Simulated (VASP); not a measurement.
Write the native input for VASP 6.6.1 that does the following.

```
Task                   : single point
Functional             : PBE
Potentials or basis    : VASP PAW PBE potentials, release 64 (Cs_sv, I)
Cutoff                 : 520 eV
k mesh                 : 1 × 1 × 1
Occupations            : gaussian, width 0.1 eV
Spin                   : no spin polarisation
Dipole correction      : no
Further INCAR settings : LREAL = Auto; ALGO = Fast; EDIFF = 1e-06; NBANDS = 78; ISYM = 0
```

The structure of CsI lies in POSCAR:

```
CsI
1.0
    0.0000000000      0.0000000000      9.1334000000
    9.1334000000      0.0000000000      0.0000000000
    0.0000000000      9.1334000000      0.0000000000
Cs I
8 8
Direct
    0.0000000000      0.0000000000      0.0000000000
    0.5000000000      0.0000000000      0.0000000000
    0.0000000000      0.0000000000      0.5000000000
    0.5000000000      0.0000000000      0.5000000000
    0.0000000000      0.5000000000      0.0000000000
    0.5000000000      0.5000000000      0.0000000000
    0.0000000000      0.5000000000      0.5000000000
    0.5000000000      0.5000000000      0.5000000000
    0.2500000000      0.2500000000      0.2500000000
    0.7500000000      0.2500000000      0.2500000000
    0.2500000000      0.2500000000      0.7500000000
    0.7500000000      0.2500000000      0.7500000000
    0.2500000000      0.7500000000      0.2500000000
    0.7500000000      0.7500000000      0.2500000000
    0.2500000000      0.7500000000      0.7500000000
    0.7500000000      0.7500000000      0.7500000000
```

The input as run:

INCAR

```
SYSTEM = CsI
PREC     = Accurate       ! precision mode
ENCUT    = 520            ! plane-wave cutoff, eV
EDIFF    = 1E-6           ! SCF threshold, eV
ISMEAR   = 0              ! smearing method
SIGMA    = 0.1            ! smearing width, eV
LREAL    = Auto         
LASPH    = .TRUE.         ! aspherical terms in the spheres
NELM     = 100            ! most SCF steps
ALGO     = Fast           ! electronic algorithm
ISIF     = 2              ! what is computed and relaxed
LWAVE    = .FALSE.        ! write WAVECAR
LCHARG   = .FALSE.        ! write CHGCAR
GGA      = PE             ! functional
NBANDS   = 78             ! bands
ISYM     = 0
```

KPOINTS

```
regular mesh
0
G
  1 1 1
  0 0 0
```

Potentials or basis: VASP PAW PBE potentials, release 64 (Cs_sv, I).

Launch:

```console
$ cat potpaw_PBE.64/Cs_sv/POTCAR potpaw_PBE.64/I/POTCAR > POTCAR
$ mpirun -np 1 vasp_gam > vasp.out
```

Results of the run:

```yaml
Pressure: 1.7 GPa
```

Caveat: the k points lie up to 0.69 Å⁻¹ apart.

It took 2 min on 1 thread of Intel(R) Xeon(R) 6975P-C (Granite Rapids), on a shared host, peak memory 0.66 GiB.
